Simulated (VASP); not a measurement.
Runs of VASP 6.6.1 on Ti. The structure is that of space group Fm-3m (No. 225), or close to it. The cells are those of the table. This isn't the form of Ti at room conditions, which is hcp.

```tsv
level	cell	k mesh	gap on the mesh (eV)	pressure (GPa)
PBE	a = 2.795 Å, angles 60.0°, 1 atom	18 × 18 × 18	none	15.1
PBE	a = 2.866, b = 2.909, c = 2.909 Å, angles 59.0, 60.5, 60.5°, 1 atom	16 × 16 × 16	none	1.2
PBE	a = 2.908 Å, angles 90.0, 60.0, 120.0°, 1 atom	12 × 12 × 14	none	-0.2
PBE	a = 2.770 Å, angles 60.0°, 1 atom	18 × 18 × 18	none	19.3
PBE	a = 2.846, b = 2.868 Å, angles 59.8, 60.5, 59.8°, 1 atom	16 × 16 × 16	none	6.4
PBE	a = 2.985, b = 2.983, c = 2.892 Å, angles 60.7, 59.3, 59.3°, 1 atom	16 × 16 × 16	none	(a)
PBE	a = 2.808, b = 2.738, c = 2.868 Å, angles 61.3, 61.7, 61.0°, 1 atom	16 × 16 × 16	none	9.5
PBE	a = 2.828 Å, angles 60.0°, 1 atom	18 × 18 × 18	none	(b)
r2SCAN	a = 2.859 Å, angles 60.0°, 1 atom	18 × 18 × 18	none	6.4
PBE	a = 2.993 Å, angles 60.0°, 1 atom	18 × 18 × 18	none	-8.2
PBE	a = 2.878, b = 2.878, c = 2.900 Å, angles 59.8, 59.8, 60.5°, 1 atom	16 × 16 × 16	none	2.3
```

Alike in all rows: task single point; potentials or basis VASP PAW PBE potentials, release 64 (Ti_sv); no spin polarisation; cutoff (eV) 520; smearing gaussian 0.1 eV.

Fill in the values left out.

(a) -4.4; (b) 9.9.

Caveats: the cell stands under pressure (at least some runs); the cell stands under tension (at least some runs); the PAW data sets were made with another functional, which shifts forces and pressure a little (at least some runs).

A gap of «none» marks levels without a gap at the run's occupations.
